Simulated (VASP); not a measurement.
# LiSi16 (a cell with a defect) in VASP: a series of runs

Runs on LiSi16 (a cell with a defect). Level: PBE+D3(BJ). Tasks: single point.

Everything below comes from runs of VASP 6.6.1. Logs are shortened: lines on timing, memory, paths and dates and some standing lists are left out, and cuts for length are marked.

## 1. The cell of the first run

The cell holds a defect, 17 atoms: a = 7.679 Å, b = 7.679 Å, c = 7.679 Å, α = 60.00°, β = 60.00°, γ = 60.00°.

## 2. Single point, PBE+D3(BJ)

INCAR reads:

```
ALGO = Normal
EDIFF = 1E-7
ENCUT = 520
GGA = PE
ISIF = 2
ISMEAR = 0
IVDW = 12
LASPH = T
LCHARG = F
LREAL = Auto
LWAVE = F
NBANDS = 48
NELECT = 66.0
NELM = 100
PREC = Accurate
SIGMA = 0.05
```

KPOINTS reads:

```
k-points
0
Gamma
  2 2 2
```

POSCAR reads:

```
LiSi16
1.0
    0.0000000000      5.4300000000      5.4300000000
    5.4300000000      0.0000000000      5.4300000000
    5.4300000000      5.4300000000      0.0000000000
Si Li
16 1
Direct
   -0.0115148250     -0.0005330571      0.0061291897
    0.1227024862      0.1139986188      0.1434406077
    0.0136304788     -0.0354691529      0.5110232965
    0.1226972376      0.1140003683      0.6200699816
    0.0025072744      0.4893002762      0.0086273481
    0.1215047882      0.6260226519      0.1263395948
    0.0024997238      0.4892978821      0.4997715470
    0.1372679558      0.5934895028      0.6347200737
    0.5087811234     -0.0006630755      0.0061172192
    0.6184016575      0.1500060773      0.1158937385
    0.5087774401     -0.0006452118      0.4859610497
    0.6460431860      0.1140360037      0.6200651013
    0.4944546041      0.5222518416     -0.0082522099
    0.6290681400      0.6258918969      0.1264114180
    0.5111674033      0.4893602210      0.4998427256
    0.6290626151      0.6259095764      0.6188289134
    0.2985069061      1.1098247698      0.7959367403
```

Potentials or basis: VASP PAW PBE potentials, release 64 (Si, Li_sv).

The run is started by

```
cat potpaw_PBE.64/Si/POTCAR potpaw_PBE.64/Li_sv/POTCAR > POTCAR
mpirun -np 1 vasp_std > vasp.out
```

OUTCAR:

```text
EDIFF = 1E-7
   ENCUT = 520
   GGA = PE
   ISIF = 2
   ISMEAR = 0
   IVDW = 12
   LASPH = T
   LREAL = Auto
   NELECT = 66.0
   NELM = 100
   PREC = Accurate
 IVDW          = 12

 ion  position               nearest neighbor table
   1  0.988  0.999  0.006-  10 2.33   6 2.34  17 2.41   4 2.42   2 2.42
   2  0.123  0.114  0.143-   3 2.31  17 2.32   5 2.35   1 2.42   9 2.42
   3  0.014  0.965  0.511-   2 2.31   4 2.31  12 2.31   8 2.33
   4  0.123  0.114  0.620-   3 2.31  17 2.32   7 2.35   1 2.42  11 2.42
   5  0.003  0.489  0.009-   6 2.34  14 2.34   8 2.35   2 2.35
   6  0.122  0.626  0.126-   1 2.34  13 2.34   7 2.34   5 2.34
   7  0.002  0.489  0.500-   6 2.34  16 2.34   8 2.35   4 2.35
   8  0.137  0.593  0.635-   3 2.33  15 2.35   5 2.35   7 2.35
   9  0.509  0.999  0.006-  10 2.33  14 2.34  17 2.41  12 2.42   2 2.42
  10  0.618  0.150  0.116-  11 2.33   9 2.33   1 2.33  13 2.33
  11  0.509  0.999  0.486-  10 2.33  16 2.34  17 2.41  12 2.42   4 2.42
  12  0.646  0.114  0.620-   3 2.31  17 2.32  15 2.35  11 2.42   9 2.42
  13  0.494  0.522  0.992-  10 2.33  14 2.34  16 2.34   6 2.34
  14  0.629  0.626  0.126-   9 2.34  13 2.34  15 2.34   5 2.34
  15  0.511  0.489  0.500-  14 2.34  16 2.34   8 2.35  12 2.35
  16  0.629  0.626  0.619-  11 2.34  13 2.34  15 2.34   7 2.34
  17  0.299  0.110  0.796-   4 2.32   2 2.32  12 2.32   1 2.41  11 2.41   9 2.41

  LATTYP: Found a face centered cubic cell.
 ALAT       =    10.8600000000

  Lattice vectors:

 A1 = (   0.0000000000,   5.4300000000,   5.4300000000)
 A2 = (   5.4300000000,   0.0000000000,   5.4300000000)
 A3 = (   5.4300000000,   5.4300000000,   0.0000000000)

Analysis of symmetry for initial positions (statically):
=====================================================================
 Subroutine PRICEL returns:
 Original cell was already a primitive cell.

 Routine SETGRP: Setting up the symmetry group for a
 face centered cubic supercell.

 Subroutine GETGRP returns: Found  1 space group operations
 (whereof  1 operations were pure point group operations)
 out of a pool of 48 trial point group operations.

The static configuration has the point symmetry C_1 .

Analysis of symmetry for dynamics (positions and initial velocities):
=====================================================================
 Subroutine PRICEL returns:
 Original cell was already a primitive cell.

 Routine SETGRP: Setting up the symmetry group for a
 face centered cubic supercell.

 Subroutine GETGRP returns: Found  1 space group operations
 (whereof  1 operations were pure point group operations)
 out of a pool of 48 trial point group operations.

The dynamic configuration has the point symmetry C_1 .

 Subroutine INISYM returns: Found  1 space group operations
 (whereof  1 operations are pure point group operations),
 and found     1 'primitive' translations

----------------------------------------------------------------------------------------

                                     Primitive cell

  volume of cell :     320.2060

  direct lattice vectors                    reciprocal lattice vectors
     0.000000000  5.430000000  5.430000000    -0.092081031  0.092081031  0.092081031
     5.430000000  0.000000000  5.430000000     0.092081031 -0.092081031  0.092081031
     5.430000000  5.430000000  0.000000000     0.092081031  0.092081031 -0.092081031

  length of vectors
     7.679179644  7.679179644  7.679179644     0.159489025  0.159489025  0.159489025

  position of ions in fractional coordinates (direct lattice)
     0.988485175  0.999466943  0.006129190
     0.122702486  0.113998619  0.143440608
     0.013630479  0.964530847  0.511023296
     0.122697238  0.114000368  0.620069982
     0.002507274  0.489300276  0.008627348
     0.121504788  0.626022652  0.126339595
[... 9 lines left out ...]
     0.629062615  0.625909576  0.618828913
     0.298506906  0.109824770  0.795936740

  ion indices of the primitive-cell ions
   primitive index   ion index
                 1           1
                 2           2
                 3           3
                 4           4
                 5           5
                 6           6
[... 9 lines left out ...]
                16          16
                17          17

----------------------------------------------------------------------------------------

 KPOINTS: k-points

Automatic generation of k-mesh.
 Grid dimensions read from file:
 generate k-points for:    2    2    2

 Generating k-lattice:

  Cartesian coordinates                     Fractional coordinates (reciprocal lattice)
    -0.046040516  0.046040516  0.046040516     0.500000000  0.000000000  0.000000000
     0.046040516 -0.046040516  0.046040516     0.000000000  0.500000000  0.000000000
     0.046040516  0.046040516 -0.046040516     0.000000000  0.000000000  0.500000000

  Length of vectors
     0.079744512  0.079744512  0.079744512

  Shift w.r.t. Gamma in fractional coordinates (k-lattice)
     0.000000000  0.000000000  0.000000000

 Subroutine IBZKPT returns following result:
 ===========================================

 Found      8 irreducible k-points:

 Following reciprocal coordinates:
            Coordinates               Weight
  0.000000  0.000000  0.000000      1.000000
  0.500000  0.000000  0.000000      1.000000
  0.000000  0.500000  0.000000      1.000000
  0.000000  0.000000  0.500000      1.000000
  0.500000  0.500000  0.500000      1.000000
  0.500000  0.500000  0.000000      1.000000
  0.000000  0.500000  0.500000      1.000000
  0.500000  0.000000  0.500000      1.000000
   k-points           NKPTS =      8   k-points in BZ     NKDIM =      8   number of bands    NBANDS=     48
   number of dos      NEDOS =    301   number of ions     NIONS =     17
   total plane-waves  NPLWV = 216000
   dimension x,y,z NGX =    60 NGY =   60 NGZ =   60
   dimension x,y,z NGXF=   120 NGYF=  120 NGZF=  120
   ions per type =              16   1
   NGX,Y,Z   is equivalent  to a cutoff of  12.99, 12.99, 12.99 a.u.
   NGXF,Y,Z  is equivalent  to a cutoff of  25.98, 25.98, 25.98 a.u.
 SYSTEM =  unknown system
   PREC   = accura    normal or accurate (medium, high low for compatibility)
   ISTART =      0    job   : 0-new  1-cont  2-samecut
   ICHARG =      2    charge: 1-file 2-atom 10-const
   ISPIN  =      1    spin polarized calculation?
   LNONCOLLINEAR =      F non collinear calculations
   LSORBIT =      F    spin-orbit coupling
   LASPH  =      T    aspherical Exc in radial PAW
   ENCUT  =  520.0 eV  38.22 Ry    6.18 a.u.  14.28 14.28 14.28*2*pi/ulx,y,z
   NELM   =    100;   NELMIN=  2; NELMDL= -5     # of ELM steps
   EDIFF  = 0.1E-06   stopping-criterion for ELM
   LREAL  =      T    real-space projection
   EDIFFG = 0.1E-05   stopping-criterion for IOM
   NSW    =      0    number of steps for IOM
   IBRION =     -1    ionic relax: 0-MD 1-quasi-New 2-CG
   NFREE  =      0    steps in history (QN), initial steepest desc. (CG)
   ISIF   =      2    stress and relaxation
   ISYM   =      2    0-nonsym 1-usesym 2-fastsym
   POTIM  = 0.5000    time-step for ionic-motion
   TEBEG  =    0.0;   TEEND  =   0.0 temperature during run
   PSTRESS=    0.0 pullay stress
   NELECT =      66.0000    total number of electrons
   NUPDOWN=      -1.0000    fix difference up-down
   EMIN   =  10.00;   EMAX   =-10.00  energy-range for DOS
   EFERMI =   0.00;   METHOD = LEGACY
   ISMEAR =     0;   SIGMA  =   0.05  broadening in eV -4-tet -1-fermi 0-gaus
   EFERMI_NEDOS =   21; number of points for ismear=-14 and -15
   IALGO  =     38    algorithm
   IMIX   =      4    mixing-type and parameters
     AMIX     =   0.40;   BMIX     =  1.00
     AMIX_MAG =   1.60;   BMIX_MAG =  1.00
  volume/ion in A,a.u.               =      18.84       127.11
  Fermi-wavevector in a.u.,A,eV,Ry     =   0.967044  1.827449 12.723821  0.935174
  Thomas-Fermi vector in A             =   2.096897
   LORBIT       =      0    0 simple, 1 ext, 2 COOP (PROOUT), +10 PAW based schemes
   GGA     = PE    functional components
   LHFCALC =     F    Hartree Fock is set to
   AEXX    =    0.0000 exact exchange contribution
   IVDW    =    12    specifies the selected vdW correction
   LEPSILON=     F    determine dielectric tensor
   LRPA    =     F    only Hartree local field effects (RPA)
 non-spin polarized calculation
 Gauss-broadening in eV      SIGMA  =   0.05
  energy-cutoff  :      520.00
  volume of cell :      320.21
 maximum number of plane-waves:      8646
 NGX is ok and might be reduce to    60
   NGX = 29   NGY = 29   NGZ = 29

 number of electron      66.0000001 magnetization

 Free energy of the ion-electron system (eV)
  ---------------------------------------------------
  ext. energy  EPLUGINS =         0.00000000
  ---------------------------------------------------
  free energy    TOTEN  =       -93.02580619 eV

  energy without entropy =      -93.02580609  energy(sigma->0) =      -93.02580614

 E-fermi :   6.2259     XC(G=0):  -9.4427

 val. band max:        6.0542713310   @ k =   0.0000   0.0000   0.0000
 cond. band min:       6.3926954803   @ k =   0.0000   0.0000   0.0000
 fundamental gap:      0.3384241493
 Fermi energy:         6.2258605564

 k-point     1 :       0.0000    0.0000    0.0000
  band No.  band energies     occupation
      1     -40.2424      2.00000
      2      -5.9093      2.00000
      3      -3.6705      2.00000
      4      -3.6053      2.00000
      5      -3.6053      2.00000
      6      -3.5620      2.00000
[... 37 lines left out ...]
     44       8.2829      0.00000
     45       8.2832      0.00000

 k-point     2 :       0.5000    0.0000    0.0000
  band No.  band energies     occupation
      1     -40.2425      2.00000
      2      -5.1647      2.00000
      3      -5.0804      2.00000
      4      -3.3268      2.00000
      5      -3.3166      2.00000
      6      -3.2294      2.00000
[... 280 lines left out ...]
 k-point     8 :       0.5000    0.0000    0.5000
  band No.  band energies     occupation
      1     -40.2425      2.00000
      2      -4.8892      2.00000
      3      -4.7970      2.00000
      4      -3.9344      2.00000
      5      -3.9005      2.00000
      6      -3.8896      2.00000
[... 37 lines left out ...]
     44      10.2739      0.00000
     45      10.3312      0.00000
 [bands above 45 left out]

------------------------ aborting loop because EDIFF is reached ----------------------------------------

 Edisp (eV)   -5.45833

 E8    (eV) :    -2.2618

  FORCE on cell =-STRESS in cart. coord.  units (eV):
  Direction    XX          YY          ZZ          XY          YZ          ZX
  --------------------------------------------------------------------------------------
  -------------------------------------------------------------------------------------
  Total      -6.19649    -6.19517    -6.19454     0.85208     0.85113    -0.85093
  in kB     -31.00463   -30.99804   -30.99489     4.26348     4.25872    -4.25772
  external pressure =      -31.00 kB  Pullay stress =        0.00 kB

 VOLUME and BASIS-vectors are now :
 -----------------------------------------------------------------------------
  energy-cutoff  :      520.00
  volume of cell :      320.21
      direct lattice vectors                 reciprocal lattice vectors
     0.000000000  5.430000000  5.430000000    -0.092081031  0.092081031  0.092081031
     5.430000000  0.000000000  5.430000000     0.092081031 -0.092081031  0.092081031
     5.430000000  5.430000000  0.000000000     0.092081031  0.092081031 -0.092081031

 POSITION                                       TOTAL-FORCE (eV/Angst)
 -----------------------------------------------------------------------------------
      5.46039      5.40076     10.79458        -0.033637      0.033286     -0.018537
      1.39789      1.44516      1.28529        -0.014256      0.028201     -0.027126
      8.01226      2.84887      5.31142        -0.005687      0.005811     -0.007300
      3.98600      4.03323      1.28527        -0.028987      0.013672     -0.027225
      2.70375      0.06046      2.67051        -0.015235      0.015045     -0.017209
      4.08533      1.34579      4.05907        -0.026796      0.026553     -0.013401
[... 9 lines left out ...]
      6.75893      6.77605      6.81450        -0.012937      0.026301     -0.025976
      4.91828      5.94283      2.21724         0.337893     -0.336207      0.340458
 -----------------------------------------------------------------------------------
    total drift:                               -0.001213      0.000804      0.000577

  FREE ENERGIE OF THE ION-ELECTRON SYSTEM (eV)
  ---------------------------------------------------
  free  energy   TOTEN  =       -98.4841367079 eV

  energy  without entropy=      -98.4841366034  energy(sigma->0) =      -98.48413666
```

Run time: 2.3 min. Hardware: 1 thread of Intel Xeon 6975P-C (Granite Rapids), shared host; peak memory 0.48 GiB.

Results:

| Property | Result |
| --- | --- |
| Free energy | -98.4841 eV |
| Largest force | 0.586 eV/Å |
| Dispersion energy per atom | -0.321 eV |

Forces in eV/Å, atoms in the order of the input:
```
Si  -0.034  0.033 -0.019
Si  -0.014  0.028 -0.027
Si  -0.006  0.006 -0.007
Si  -0.029  0.014 -0.027
Si  -0.015  0.015 -0.017
Si  -0.027  0.027 -0.013
Si  -0.015  0.015 -0.017
Si  -0.005  0.005 -0.004
Si  -0.031  0.018 -0.033
Si  -0.034  0.035 -0.034
Si  -0.018  0.031 -0.033
Si  -0.027  0.026 -0.012
Si  -0.028  0.029 -0.031
Si  -0.026  0.013 -0.026
Si  -0.016  0.017 -0.014
Si  -0.013  0.026 -0.026
Li   0.338 -0.336  0.340
```

Caveat: the k points lie up to 0.50 Å⁻¹ apart; the cell carries a net charge on a neutralising background, which shifts energy and pressure; the cell is charged against a uniform background, so pressure and absolute levels hang on convention; the cutoff is under 1.25 times the usual one of these potentials, so pressure, stress and relaxed cells hold a basis-set (Pulay) error.

## 3. Single point, PBE+D3(BJ)

INCAR reads:

```
SYSTEM = LiSi16
ALGO = Normal
EDIFF = 1E-6
ENCUT = 520
GGA = PE
ISIF = 2
ISMEAR = 0
IVDW = 12
LASPH = .True.
LCHARG = .True.
LELF = .True.
LREAL = Auto
LVHAR = .True.
LWAVE = .False.
NBANDS = 48
NELECT = 66.0
NELM = 80
PREC = Accurate
SIGMA = 0.05
```

KPOINTS reads:

```
k-points
0
Gamma
  2 2 2
  0 0 0
```

POSCAR reads:

```
LiSi16
1.0
    0.0000000000      5.4300000000      5.4300000000
    5.4300000000      0.0000000000      5.4300000000
    5.4300000000      5.4300000000      0.0000000000
Si Li
16 1
Direct
    0.0198427256     -0.0057200737     -0.0070852670
    0.1254258748      0.1277976980      0.1270279006
   -0.0094120626      0.0086146409      0.5003741252
    0.1254258748      0.1277958564      0.6197010129
   -0.0096264273      0.5011396869      0.0079210866
    0.1243498158      0.6212418969      0.1271805709
   -0.0096270718      0.5011375691      0.5005184162
    0.0960118785      0.6349658379      0.6344860958
    0.4990089319      0.0115719153      0.0052091160
    0.6480279926      0.1220009208      0.1149627993
    0.4990086556      0.0115690608      0.4841637201
    0.6160871087      0.1471646409      0.6183495396
    0.4980425414      0.4910952118      0.0054082873
    0.6157016575      0.6246985267      0.1409826888
    0.4671553407      0.5152442910      0.5087757827
    0.6157011971      0.6246954880      0.6185717311
    0.5832955801      0.8102097606      0.8032226519
```

Potentials or basis: VASP PAW PBE potentials, release 64 (Si, Li_sv).

The run is started by

```
cat potpaw_PBE.64/Si/POTCAR potpaw_PBE.64/Li_sv/POTCAR > POTCAR
mpirun -np 1 vasp_std > vasp.out
```

Run time: 97 s. Hardware: 1 thread of Intel Xeon 6975P-C (Granite Rapids), shared host; peak memory 0.47 GiB.

It converged, with:

```yaml
Free_energy: -98.4047 eV
Largest_force: 0.328 eV/Å
Dispersion_energy_per_atom: -0.321 eV
```

Forces in eV/Å, atoms in the order of the input:
```
Si   0.009 -0.009  0.003
Si   0.012 -0.019 -0.002
Si   0.016 -0.016 -0.001
Si   0.019 -0.012 -0.002
Si   0.022 -0.011 -0.007
Si   0.011 -0.011  0.002
Si   0.011 -0.022 -0.007
Si   0.021 -0.021  0.001
Si   0.016 -0.003 -0.022
Si   0.003 -0.003 -0.018
Si   0.003 -0.016 -0.022
Si   0.032 -0.032 -0.001
Si   0.005 -0.005 -0.022
Si   0.012 -0.004 -0.024
Si   0.000  0.000 -0.033
Si   0.004 -0.012 -0.024
Li  -0.196  0.196  0.176
```

Levels at points of the mesh, in eV from the Fermi level:
```
           k point  band 29  band 30  band 31  band 32  band 33  band 34  band 35  band 36  band 37  band 38
(0.00, 0.00, 0.00)    -1.34    -1.20    -0.20    -0.15    -0.15     0.14     0.48     0.48     0.58     0.58
(0.50, 0.00, 0.00)    -2.16    -0.96    -0.96    -0.87    -0.87     1.10     1.11     1.16     1.56     1.56
(0.00, 0.50, 0.00)    -2.26    -0.98    -0.97    -0.94    -0.89     0.91     1.12     1.30     1.33     1.41
(0.00, 0.00, 0.50)    -2.26    -0.98    -0.97    -0.94    -0.89     0.92     1.12     1.30     1.32     1.41
(0.50, 0.50, 0.00)    -1.97    -1.57    -1.55    -1.47    -1.42     0.80     0.97     2.04     2.13     2.28
(0.00, 0.50, 0.50)    -1.97    -1.57    -1.55    -1.47    -1.42     0.80     0.97     2.03     2.13     2.28
```

Caveat: the k points lie up to 0.50 Å⁻¹ apart; the cell carries a net charge on a neutralising background, which shifts energy and pressure; the cell is charged against a uniform background, so pressure and absolute levels hang on convention; the cutoff is under 1.25 times the usual one of these potentials, so pressure, stress and relaxed cells hold a basis-set (Pulay) error.
